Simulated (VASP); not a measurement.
Input of a VASP 6.6.1 run:

File INCAR:

```
  PREC = Accurate
  ENCUT = 520
  EDIFF = 1E-6
  ISMEAR = 0
  SIGMA = 0.01
  LREAL = Auto
  LASPH = T
  NELM = 100
  ALGO = Normal
  ISIF = 2
  LWAVE = F
  LCHARG = T
  GGA = PE
  LELF = T
  LVHAR = T
  NBANDS = 96
```

Contents of KPOINTS:

```
Automatic mesh
0
Gamma
  8 8 1
```

POSCAR

```
Al7GaN8
1.0
    3.1298000000      0.0000000000      0.0000000000
   -1.5649000000      2.7104863088      0.0000000000
    0.0000000000      0.0000000000     40.4559779056
Al Ga N
14 2 16
Direct
    0.3333333333      0.6666666667      0.1301623450
    0.6666666667      0.3333333333      0.1922409825
    0.3333333333      0.6666666667      0.2542839811
    0.6666666667      0.3333333333      0.3163278716
    0.3333333333      0.6666666667      0.3783716174
    0.6666666667      0.3333333333      0.4404153548
    0.3333333333      0.6666666667      0.5024591336
    0.6666666667      0.3333333333      0.5645028659
    0.3333333333      0.6666666667      0.6265465815
    0.6666666667      0.3333333333      0.6885903210
    0.3333333333      0.6666666667      0.7506340930
    0.6666666667      0.3333333333      0.8126776567
    0.3333333333      0.6666666667      0.8747237055
    0.6666666667      0.3333333333      0.9367153232
    0.3333333333      0.6666666667      0.0008267657
    0.6666666667      0.3333333333      0.0664579055
    0.3333333333      0.6666666667      0.0497800956
    0.6666666667      0.3333333333      0.1156212742
    0.3333333333      0.6666666667      0.1774558876
    0.6666666667      0.3333333333      0.2395024755
    0.3333333333      0.6666666667      0.3015448421
    0.6666666667      0.3333333333      0.3635883884
    0.3333333333      0.6666666667      0.4256320942
    0.6666666667      0.3333333333      0.4876758522
    0.3333333333      0.6666666667      0.5497196291
    0.6666666667      0.3333333333      0.6117633870
    0.3333333333      0.6666666667      0.6738071701
    0.6666666667      0.3333333333      0.7358509821
    0.3333333333      0.6666666667      0.7978947085
    0.6666666667      0.3333333333      0.8599376249
    0.3333333333      0.6666666667      0.9219857542
    0.6666666667      0.3333333333      0.9839716605
```

Potentials or basis: VASP PAW PBE potentials, release 64 (Al, Ga_d, N).

Run with:

```sh
$ cat potpaw_PBE.64/Al/POTCAR potpaw_PBE.64/Ga_d/POTCAR potpaw_PBE.64/N/POTCAR > POTCAR
$ mpirun -np 1 vasp_std > vasp.out
```

**Question.** Predict the pressure.

**Answer.** 0.9 GPa.

**Question.** What does it give for the band gap on the k mesh?

**Answer.** 2.89 eV, direct.

**Question.** What does it give for the largest force?

**Answer.** 0.019 eV/Å.

Forces on the atoms (eV/Å):
```
Al   0.000  0.000 -0.001
Al   0.000  0.000  0.003
Al   0.000  0.000  0.000
Al   0.000  0.000  0.004
Al   0.000  0.000  0.001
Al   0.000  0.000  0.002
Al   0.000  0.000  0.000
Al   0.000  0.000  0.003
Al   0.000  0.000  0.002
Al   0.000  0.000  0.003
Al   0.000  0.000 -0.002
Al   0.000  0.000  0.004
Al   0.000  0.000  0.004
Al   0.000  0.000  0.000
Ga   0.000  0.000 -0.012
Ga   0.000  0.000 -0.016
N    0.000  0.000  0.012
N    0.000  0.000  0.019
N    0.000  0.000 -0.002
N    0.000  0.000 -0.002
N    0.000  0.000 -0.002
N    0.000  0.000 -0.001
N    0.000  0.000 -0.001
N    0.000  0.000 -0.002
N    0.000  0.000 -0.001
N    0.000  0.000 -0.001
N    0.000  0.000 -0.001
N    0.000  0.000 -0.003
N    0.000  0.000  0.000
N    0.000  0.000 -0.001
N    0.000  0.000 -0.001
N    0.000  0.000 -0.006
```

As with any semilocal functional, this PBE gap is likely too small.
